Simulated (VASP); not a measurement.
# TaN (P-6m2) in VASP: a series of runs

Runs on TaN. Level: PBEsol. Tasks: single point.

Program: VASP 6.6.1. These are calculated values, not measurements. Logs are shortened: lines on timing, memory, paths and dates and some standing lists are left out, and cuts for length are marked.

### Step 1. The cell of the first run

Symmetry: P-6m2, No. 187, hexagonal system. Conventional cell: a = 3.034 Å, b = 3.034 Å, c = 2.871 Å, α = 90.00°, β = 90.00°, γ = 120.00°. Ta (site symmetry -6m2) has 6 N at 2.26 Å and 2 Ta at 2.87 Å within 3.0 Å. Within 3.0 Å of N (site symmetry -6m2) lie 6 Ta at 2.26 Å and 2 N at 2.87 Å.

### Step 2. Single point, PBEsol

INCAR

```
SYSTEM = TaN
ALGO = Normal
EDIFF = 1E-6
ENCUT = 520
GGA = PS
ISIF = 2
ISMEAR = 0
LASPH = .True.
LCHARG = .True.
LELF = .True.
LREAL = .False.
LVHAR = .True.
LWAVE = .False.
NBANDS = 15
NELM = 100
PREC = Accurate
SIGMA = 0.15
```

KPOINTS

```
k-points
0
Gamma
  18 18 16
  0 0 0
```

POSCAR

```
TaN
1.0
    3.0337000000      0.0000000000      0.0000000000
   -1.5168500000      2.6272612675      0.0000000000
    0.0000000000      0.0000000000      2.8707423432
Ta N
1 1
Direct
    0.3333333333      0.6666666667      0.5000000000
    0.0000000000      0.0000000000      0.0000000000
```

Potentials or basis: VASP PAW PBE potentials, release 64 (Ta_pv, N).

On the command line:

```
$ cat potpaw_PBE.64/Ta_pv/POTCAR potpaw_PBE.64/N/POTCAR > POTCAR
$ mpirun -np 1 vasp_std > vasp.out
```

OUTCAR:

```text
SYSTEM = TaN
   EDIFF = 1E-6
   ENCUT = 520
   GGA = PS
   ISIF = 2
   ISMEAR = 0
   LASPH = .True.
   LREAL = .False.
   NELM = 100
   PREC = Accurate

 ion  position               nearest neighbor table
   1  0.333  0.667  0.500-   2 2.26   2 2.26   2 2.26   2 2.26   2 2.26   2 2.26
   2  0.000  0.000  0.000-   1 2.26   1 2.26   1 2.26   1 2.26   1 2.26   1 2.26

  LATTYP: Found a hexagonal cell.
 ALAT       =     3.0337000000
 C/A-ratio  =     0.9462841887

  Lattice vectors:

 A1 = (   3.0337000000,   0.0000000000,   0.0000000000)
 A2 = (  -1.5168500000,   2.6272612675,   0.0000000000)
 A3 = (   0.0000000000,   0.0000000000,   2.8707423432)

Analysis of symmetry for initial positions (statically):
=====================================================================
 Subroutine PRICEL returns:
 Original cell was already a primitive cell.

 Routine SETGRP: Setting up the symmetry group for a
 hexagonal supercell.

 Subroutine GETGRP returns: Found 12 space group operations
 (whereof 12 operations were pure point group operations)
 out of a pool of 24 trial point group operations.

The static configuration has the point symmetry D_3h.

Analysis of symmetry for dynamics (positions and initial velocities):
=====================================================================
 Subroutine PRICEL returns:
 Original cell was already a primitive cell.

 Routine SETGRP: Setting up the symmetry group for a
 hexagonal supercell.

 Subroutine GETGRP returns: Found 12 space group operations
 (whereof 12 operations were pure point group operations)
 out of a pool of 24 trial point group operations.

The dynamic configuration has the point symmetry D_3h.

 Subroutine INISYM returns: Found 12 space group operations
 (whereof 12 operations are pure point group operations),
 and found     1 'primitive' translations

----------------------------------------------------------------------------------------

                                     Primitive cell

  volume of cell :      22.8807

  direct lattice vectors                    reciprocal lattice vectors
     3.033700000  0.000000000  0.000000000     0.329630484  0.190312249  0.000000000
    -1.516850000  2.627261268  0.000000000     0.000000000  0.380624498  0.000000000
     0.000000000  0.000000000  2.870742343     0.000000000  0.000000000  0.348341955

  length of vectors
     3.033700000  3.033700000  2.870742343     0.380624498  0.380624498  0.348341955

  position of ions in fractional coordinates (direct lattice)
     0.333333333  0.666666667  0.500000000
     0.000000000  0.000000000  0.000000000

  ion indices of the primitive-cell ions
   primitive index   ion index
                 1           1
                 2           2

----------------------------------------------------------------------------------------

 KPOINTS: k-points

Automatic generation of k-mesh.
 Grid dimensions read from file:
 generate k-points for:   18   18   16

 Generating k-lattice:

  Cartesian coordinates                     Fractional coordinates (reciprocal lattice)
     0.018312805  0.010572903  0.000000000     0.055555556 -0.000000000  0.000000000
     0.000000000  0.021145805  0.000000000     0.000000000  0.055555556  0.000000000
     0.000000000  0.000000000  0.021771372     0.000000000  0.000000000  0.062500000

  Length of vectors
     0.021145805  0.021145805  0.021771372

  Shift w.r.t. Gamma in fractional coordinates (k-lattice)
     0.000000000  0.000000000  0.000000000

 Subroutine IBZKPT returns following result:
 ===========================================

 Found    333 irreducible k-points:

 Following reciprocal coordinates:
            Coordinates               Weight
  0.000000  0.000000  0.000000      1.000000
  0.055556  0.000000  0.000000      6.000000
  0.111111  0.000000  0.000000      6.000000
  0.166667  0.000000  0.000000      6.000000
  0.222222  0.000000  0.000000      6.000000
  0.277778  0.000000  0.000000      6.000000
[... 16 lines left out ...]
  0.333333  0.111111  0.000000     12.000000
  0.388889  0.111111  0.000000     12.000000
 [... further k-points ...]
   k-points           NKPTS =    333   k-points in BZ     NKDIM =    333   number of bands    NBANDS=     15
   number of dos      NEDOS =    301   number of ions     NIONS =      2
   total plane-waves  NPLWV =  13824
   dimension x,y,z NGX =    24 NGY =   24 NGZ =   24
   dimension x,y,z NGXF=    48 NGYF=   48 NGZF=   48
   ions per type =               1   1
   NGX,Y,Z   is equivalent  to a cutoff of  13.15, 13.15, 13.90 a.u.
   NGXF,Y,Z  is equivalent  to a cutoff of  26.30, 26.30, 27.80 a.u.
 SYSTEM =  TaN
   PREC   = accura    normal or accurate (medium, high low for compatibility)
   ISTART =      0    job   : 0-new  1-cont  2-samecut
   ICHARG =      2    charge: 1-file 2-atom 10-const
   ISPIN  =      1    spin polarized calculation?
   LNONCOLLINEAR =      F non collinear calculations
   LSORBIT =      F    spin-orbit coupling
   LASPH  =      T    aspherical Exc in radial PAW
   ENCUT  =  520.0 eV  38.22 Ry    6.18 a.u.   5.64  5.64  5.34*2*pi/ulx,y,z
   NELM   =    100;   NELMIN=  2; NELMDL= -5     # of ELM steps
   EDIFF  = 0.1E-05   stopping-criterion for ELM
   LREAL  =      F    real-space projection
   EDIFFG = 0.1E-04   stopping-criterion for IOM
   NSW    =      0    number of steps for IOM
   IBRION =     -1    ionic relax: 0-MD 1-quasi-New 2-CG
   NFREE  =      0    steps in history (QN), initial steepest desc. (CG)
   ISIF   =      2    stress and relaxation
   ISYM   =      2    0-nonsym 1-usesym 2-fastsym
   POTIM  = 0.5000    time-step for ionic-motion
   TEBEG  =    0.0;   TEEND  =   0.0 temperature during run
   PSTRESS=    0.0 pullay stress
   NELECT =      16.0000    total number of electrons
   NUPDOWN=      -1.0000    fix difference up-down
   EMIN   =  10.00;   EMAX   =-10.00  energy-range for DOS
   EFERMI =   0.00;   METHOD = LEGACY
   ISMEAR =     0;   SIGMA  =   0.15  broadening in eV -4-tet -1-fermi 0-gaus
   EFERMI_NEDOS =   21; number of points for ismear=-14 and -15
   IALGO  =     38    algorithm
   IMIX   =      4    mixing-type and parameters
     AMIX     =   0.40;   BMIX     =  1.00
     AMIX_MAG =   1.60;   BMIX_MAG =  1.00
  volume/ion in A,a.u.               =      11.44        77.20
  Fermi-wavevector in a.u.,A,eV,Ry     =   1.453086  2.745935 28.728161  2.111460
  Thomas-Fermi vector in A             =   2.570394
   LORBIT       =      0    0 simple, 1 ext, 2 COOP (PROOUT), +10 PAW based schemes
   GGA     = PS    functional components
   LHFCALC =     F    Hartree Fock is set to
   AEXX    =    0.0000 exact exchange contribution
   IVDW    =     0    specifies the selected vdW correction
   LEPSILON=     F    determine dielectric tensor
   LRPA    =     F    only Hartree local field effects (RPA)
 non-spin polarized calculation
 Gauss-broadening in eV      SIGMA  =   0.15
  energy-cutoff  :      520.00
  volume of cell :       22.88
 maximum number of plane-waves:       632
 NGX is ok and might be reduce to    24
   NGX = 11   NGY = 11   NGZ = 11

 number of electron      15.9999999 magnetization

 Free energy of the ion-electron system (eV)
  ---------------------------------------------------
  ext. energy  EPLUGINS =         0.00000000
  ---------------------------------------------------
  free energy    TOTEN  =       -23.66261241 eV

  energy without entropy =      -23.66174989  energy(sigma->0) =      -23.66218115

 E-fermi :   7.4767     XC(G=0): -13.1747

 val. band max:        7.4435706364   @ k =   0.0000   0.0000   0.4375
 cond. band min:       7.5144486584   @ k =   0.0000   0.0000   0.3750
 fundamental gap:      0.0708780220
 Fermi energy:         7.4766878152

 k-point     1 :       0.0000    0.0000    0.0000
  band No.  band energies     occupation
      1     -27.3736      2.00000
      2     -27.2622      2.00000
      3     -27.2622      2.00000
      4      -9.8382      2.00000
      5       2.9141      2.00000
      6       2.9141      2.00000
      7       3.6066      2.00000
      8       4.8859      2.00000
      9       8.9960      0.00000
     10      11.0019      0.00000
     11      11.0019      0.00000
     12      11.2175      0.00000
     13      11.2175      0.00000
     14      20.1688      0.00000
     15      20.6990      0.00000

 k-point     2 :       0.0556    0.0000    0.0000
  band No.  band energies     occupation
      1     -27.3706      2.00000
      2     -27.2869      2.00000
      3     -27.2675      2.00000
      4      -9.7814      2.00000
      5       2.7213      2.00000
      6       2.9585      2.00000
      7       3.6858      2.00000
      8       4.8031      2.00000
      9       9.2295      0.00000
     10      10.8738      0.00000
     11      11.0047      0.00000
     12      11.1903      0.00000
     13      11.3001      0.00000
     14      20.1405      0.00000
     15      20.6941      0.00000

 k-point     3 :       0.1111    0.0000    0.0000
  band No.  band energies     occupation
      1     -27.3621      2.00000
      2     -27.3573      2.00000
      3     -27.2829      2.00000
      4      -9.6170      2.00000
      5       2.2525      2.00000
      6       3.0857      2.00000
      7       3.8819      2.00000
      8       4.5778      2.00000
      9       9.8261      0.00000
     10      10.5538      0.00000
     11      11.0207      0.00000
     12      11.1130      0.00000
     13      11.5184      0.00000
     14      20.0737      0.00000
     15      20.6852      0.00000
[... 343 lines left out ...]
 k-point    23 :       0.3333    0.1111    0.0000
  band No.  band energies     occupation
      1     -27.9260      2.00000
      2     -27.4685      2.00000
      3     -27.2830      2.00000
      4      -7.9847      2.00000
      5      -0.1829      2.00000
      6       3.0644      2.00000
      7       3.4029      2.00000
      8       5.1868      2.00000
      9       9.6447      0.00000
     10       9.9608      0.00000
     11      11.7268      0.00000
     12      13.1056      0.00000
     13      14.5262      0.00000
     14      19.5367      0.00000
     15      20.6777      0.00000

 k-point    24 :       0.3889    0.1111    0.0000
  band No.  band energies     occupation
      1     -27.9802      2.00000
      2     -27.4877      2.00000
      3     -27.2749      2.00000
      4      -7.8010      2.00000
      5      -0.3547      2.00000
      6       2.9442      2.00000
      7       3.3108      2.00000
      8       5.2508      2.00000
      9       9.8479      0.00000
     10      10.1179      0.00000
     11      11.5232      0.00000
     12      13.1941      0.00000
     13      15.3947      0.00000
     14      18.5896      0.00000
     15      20.6702      0.00000

 [... further k-points ...]
[... 5 lines left out ...]
  --------------------------------------------------------------------------------------
  -------------------------------------------------------------------------------------
  Total       -3.9020030     -3.9020030     -1.2628395      0.0000000     -0.0000000     -0.0000000
  in kB     -273.2298041   -273.2298041    -88.4277599      0.0000000     -0.0000000     -0.0000000
  external PRESSURE =    -211.6291227 kB  Pullay stress =       0.0000000 kB

 VOLUME and BASIS-vectors are now :
 -----------------------------------------------------------------------------
  energy-cutoff  :      520.00
  volume of cell :       22.88
      direct lattice vectors                 reciprocal lattice vectors
     3.033700000  0.000000000  0.000000000     0.329630484  0.190312249  0.000000000
    -1.516850000  2.627261268  0.000000000     0.000000000  0.380624498  0.000000000
     0.000000000  0.000000000  2.870742343     0.000000000  0.000000000  0.348341955

 POSITION                                       TOTAL-FORCE (eV/Angst)
 -----------------------------------------------------------------------------------
     -0.00000      1.75151      1.43537         0.000000      0.000000      0.000000
      0.00000      0.00000      0.00000        -0.000000     -0.000000      0.000000
 -----------------------------------------------------------------------------------
    total drift:                                0.000000     -0.000000     -0.000000

  FREE ENERGIE OF THE ION-ELECTRON SYSTEM (eV)
  ---------------------------------------------------
  free  energy   TOTEN  =       -23.6626124140 eV

  energy  without entropy=      -23.6617498885  energy(sigma->0) =      -23.66218115
```

It took 29 s on 1 thread of Intel Xeon 6975P-C (Granite Rapids), shared host; peak memory 0.23 GiB.

What came out:

| Property | Result |
| --- | --- |
| Free energy | -23.6626 eV |
| Pressure | -21.2 GPa |
| Band gap on the k mesh | zero (band 8 reaches 7.74 eV, above the bottom of band 9 at 7.44 eV) |

Caveat: the PAW data sets were made with another functional, which shifts forces and pressure a little; spin-orbit coupling is left out, which moves the levels of the heavy elements.

### Step 3. Single point, PBEsol

This run uses another cell than the first one, of 11.57 Å³/atom, 1.011 times its volume.

INCAR

```
SYSTEM = TaN
PREC = Accurate ; ENCUT = 520
EDIFF = 1E-7 ; ISMEAR = 0
SIGMA = 0.15 ; LREAL = .FALSE.
LASPH = .TRUE. ; NELM = 100
ALGO = Normal ; ISIF = 2
LWAVE = .FALSE. ; LCHARG = .FALSE.
GGA = PS ; NBANDS = 15
```

KPOINTS

```
Automatic mesh
0
G
  18 18 16
  0 0 0
```

POSCAR

```
TaN
1.0
    3.0702000000      0.0000000000      0.0000000000
   -1.5351000000      2.6588711947      0.0000000000
    0.0000000000      0.0000000000      2.8349000000
Ta N
1 1
Direct
    0.3333333333      0.6666666667      0.5000000000
    0.0000000000      0.0000000000      0.0000000000
```

Potentials or basis: VASP PAW PBE potentials, release 64 (Ta_pv, N).

On the command line:

```
$ cat potpaw_PBE.64/Ta_pv/POTCAR potpaw_PBE.64/N/POTCAR > POTCAR
$ mpirun -np 1 vasp_std > vasp.out
```

OUTCAR:

```text
SYSTEM = TaN
   PREC = Accurate
   ENCUT = 520
   EDIFF = 1E-7
   ISMEAR = 0
   LREAL = .FALSE.
   LASPH = .TRUE.
   NELM = 100
   ISIF = 2
   GGA = PS

 ion  position               nearest neighbor table
   1  0.333  0.667  0.500-   2 2.27   2 2.27   2 2.27   2 2.27   2 2.27   2 2.27
   2  0.000  0.000  0.000-   1 2.27   1 2.27   1 2.27   1 2.27   1 2.27   1 2.27

  LATTYP: Found a hexagonal cell.
 ALAT       =     3.0702000000
 C/A-ratio  =     0.9233600417

  Lattice vectors:

 A1 = (   3.0702000000,   0.0000000000,   0.0000000000)
 A2 = (  -1.5351000000,   2.6588711947,   0.0000000000)
[... 611 lines left out ...]
     12      13.0748      0.00000
     13      15.1869      0.00000
     14      18.2424      0.00000
     15      20.5339      0.00000

 [... further k-points ...]
[... 5 lines left out ...]
  --------------------------------------------------------------------------------------
  -------------------------------------------------------------------------------------
  Total       -4.8488762     -4.8488762     -0.2822472     -0.0000000      0.0000000      0.0000000
  in kB     -335.6989406   -335.6989406    -19.5406284     -0.0000000      0.0000000      0.0000000
  external PRESSURE =    -230.3128365 kB  Pullay stress =       0.0000000 kB

 VOLUME and BASIS-vectors are now :
 -----------------------------------------------------------------------------
  energy-cutoff  :      520.00
  volume of cell :       23.14
      direct lattice vectors                 reciprocal lattice vectors
     3.070200000  0.000000000  0.000000000     0.325711680  0.188049726  0.000000000
    -1.535100000  2.658871195  0.000000000     0.000000000  0.376099452  0.000000000
     0.000000000  0.000000000  2.834900000     0.000000000  0.000000000  0.352746129

 POSITION                                       TOTAL-FORCE (eV/Angst)
 -----------------------------------------------------------------------------------
     -0.00000      1.77258      1.41745        -0.000000      0.000000      0.000000
      0.00000      0.00000      0.00000         0.000000      0.000000      0.000000
 -----------------------------------------------------------------------------------
    total drift:                                0.000000     -0.000000     -0.000000

  FREE ENERGIE OF THE ION-ELECTRON SYSTEM (eV)
  ---------------------------------------------------
  free  energy   TOTEN  =       -23.5678117011 eV

  energy  without entropy=      -23.5668467012  energy(sigma->0) =      -23.56732920
```

OSZICAR:

```text
N       E                     dE             d eps       ncg     rms          rms(c)
DAV:   1     0.896338278469E+02    0.89634E+02   -0.87799E+03  9990   0.112E+03
DAV:   2    -0.230076262777E+02   -0.11264E+03   -0.10587E+03 12272   0.301E+02
DAV:   3    -0.259501614531E+02   -0.29425E+01   -0.29274E+01 11271   0.452E+01
DAV:   4    -0.259633286758E+02   -0.13167E-01   -0.13164E-01 13133   0.327E+00
DAV:   5    -0.259634197251E+02   -0.91049E-04   -0.91048E-04 11432   0.254E-01    0.209E+01
DAV:   6    -0.237206865570E+02    0.22427E+01   -0.36200E+00 12536   0.224E+01    0.879E+00
DAV:   7    -0.236068432376E+02    0.11384E+00   -0.43028E-01 12356   0.587E+00    0.617E+00
DAV:   8    -0.235747716847E+02    0.32072E-01   -0.20122E-01 11796   0.366E+00    0.135E+00
DAV:   9    -0.235679769871E+02    0.67947E-02   -0.17357E-02 11292   0.106E+00    0.240E-01
DAV:  10    -0.235678518763E+02    0.12511E-03   -0.88420E-04 12867   0.336E-01    0.899E-02
DAV:  11    -0.235678114195E+02    0.40457E-04   -0.52092E-05 11285   0.784E-02    0.116E-02
DAV:  12    -0.235678116835E+02   -0.26397E-06   -0.54095E-06 11999   0.203E-02    0.271E-03
DAV:  13    -0.235678117011E+02   -0.17631E-07   -0.28364E-08  8726   0.169E-03
   1 F= -.23567812E+02 E0= -.23567329E+02  d E =-.965000E-03
```

stdout:

```text
POSCAR found type information on POSCAR TaN
 POSCAR found :  2 types and       2 ions
 scaLAPACK will be used
 -----------------------------------------------------------------------------
|                                                                             |
|                                                                             |
|     You enforced a specific xc type in the INCAR file but a different       |
|     I HOPE YOU KNOW WHAT YOU ARE DOING!                                     |
|                                                                             |
 -----------------------------------------------------------------------------

 LDA part: xc-table for (Slater+PW92), standard interpolation
 POSCAR, INCAR and KPOINTS ok, starting setup
 FFT: planning ... GRIDC
 FFT: planning ... GRID_SOFT
 FFT: planning ... GRID
 WAVECAR not read
 entering main loop
```

Wall time 31 s (1 thread of Intel Xeon 6975P-C (Granite Rapids), shared host); peak memory 0.23 GiB.

Results:

```yaml
Free_energy: -23.5678 eV
Pressure: -23.0 GPa
Band_gap_on_the_k_mesh: zero (band 8 reaches 7.59 eV, above the bottom of band 9 at 7.35 eV)
```

Stress tensor (GPa, compression positive):
```
-33.57   0.00   0.00
  0.00 -33.57   0.00
  0.00   0.00  -1.95
```

Levels at points of the mesh, in eV from the Fermi level:
| k point | band 5 | band 6 | band 7 | band 8 | band 9 | band 10 | band 11 | band 12 |
| --- | --- | --- | --- | --- | --- | --- | --- | --- |
| (0.00, 0.00, 0.00) | -4.69 | -4.69 | -3.81 | -2.41 | 1.28 | 3.59 | 3.59 | 3.75 |
| (0.50, 0.00, 0.00) | -8.00 | -4.31 | -3.33 | -3.24 | 3.00 | 3.11 | 4.41 | 5.12 |
| (0.00, 0.00, 0.50) | -8.87 | -3.94 | -3.94 | -0.02 | -0.02 | 2.71 | 2.71 | 3.00 |
| (0.50, 0.00, 0.50) | -6.98 | -5.84 | -5.66 | -0.24 | 3.58 | 4.51 | 5.75 | 6.28 |

Caveat: the PAW data sets were made with another functional, which shifts forces and pressure a little; spin-orbit coupling is left out, which moves the levels of the heavy elements.

(Part 1 of 2 ends here.)
